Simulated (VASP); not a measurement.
Input of a VASP 6.6.1 run:

INCAR

```
SYSTEM = C
PREC = Accurate
ENCUT = 520
EDIFF = 1E-7
ISMEAR = 0
SIGMA = 0.05
LREAL = .False.
LASPH = .True.
NELM = 60
ALGO = Normal
ISIF = 2
LWAVE = .False.
LCHARG = .False.
GGA = PE
IVDW = 12
NBANDS = 11
```

The input KPOINTS:

```
regular mesh
0
Gamma
  15 15 15
  0 0 0
```

POSCAR

```
C
1.0
    1.2118984948      0.6996899222      3.3048089804
   -1.2118984948      0.6996899222      3.3048089804
    0.0000000000     -1.3993798444      3.3048089804
C
2
Direct
    0.1609424319      0.1609424319      0.1609424319
    0.8390575681      0.8390575681      0.8390575681
```

Potentials or basis: VASP PAW PBE potentials, release 64 (C).

Launch:

```bash
$ cat potpaw_PBE.64/C/POTCAR > POTCAR
$ mpirun -np 1 vasp_std > vasp.out
```

Task: Estimate the pressure.

Result: 15.9 GPa.

Task: Predict the band gap on the k mesh.

Result: 0.92 eV, direct.

Stress tensor (GPa, compression positive):
```
24.83  0.00  0.00
 0.00 24.83  0.00
 0.00  0.00 -1.83
```

Caveat: forces of over 1 eV/Å act on the atoms, so gaps and moduli don't describe the material at rest. A k mesh can miss the band edges.
